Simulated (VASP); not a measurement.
## SnO2: single point with r2SCAN

Crystal: SnO2.

```
Sn O
1.0
     4.76905    0.00000    0.00000
     0.00000    4.76905    0.00000
     0.00000    0.00000    3.21210
Sn O
2 4
Direct
  0.00000 0.00000 0.00000
  0.50000 0.50000 0.50000
  0.30627 0.30627 0.00000
  0.69373 0.69373 0.00000
  0.19373 0.80627 0.50000
  0.80627 0.19373 0.50000
```

- Program: VASP 6.6.1
- Task: single point
- Functional: r2SCAN
- Potentials or basis: VASP PAW PBE potentials, release 64 (Sn_d, O)
- Cutoff: 520 eV
- k mesh: 5 × 5 × 7
- Occupations: fermi-dirac, width 0.05 eV
- Spin: no spin polarisation

| Property | Result |
| --- | --- |
| Pressure | -0.5 GPa |
| Largest force | 0.053 eV/Å |
| Band gap on the k mesh | 1.71 eV |

Forces in eV/Å, atoms in the order of the input:
```
Sn   0.000  0.000  0.000
Sn   0.000  0.000  0.000
O   -0.037 -0.037  0.000
O    0.037  0.037  0.000
O    0.037 -0.037  0.000
O   -0.037  0.037  0.000
```

Stress tensor (GPa, compression positive):
```
-0.42  0.00  0.00
 0.00 -0.42  0.00
 0.00  0.00 -0.64
```

Levels at points of the mesh, in eV from the valence-band top:
| k point | band 22 | band 23 | band 24 | band 25 | band 26 | band 27 | band 28 | band 29 | band 30 | band 31 |
| --- | --- | --- | --- | --- | --- | --- | --- | --- | --- | --- |
| (0.00, 0.00, 0.00) | -1.22 | -1.22 | -0.77 | -0.77 | 0.00 | 1.71 | 6.71 | 7.00 | 7.00 | 11.08 |

Wall time 5.4 min on 1 thread of Intel Xeon 8259CL, with other jobs on the host, peak memory 0.2 GiB.

Caveat: the PAW data sets were made with another functional, which shifts forces and pressure a little; spin-orbit coupling is left out, which moves the levels of the heavy elements.
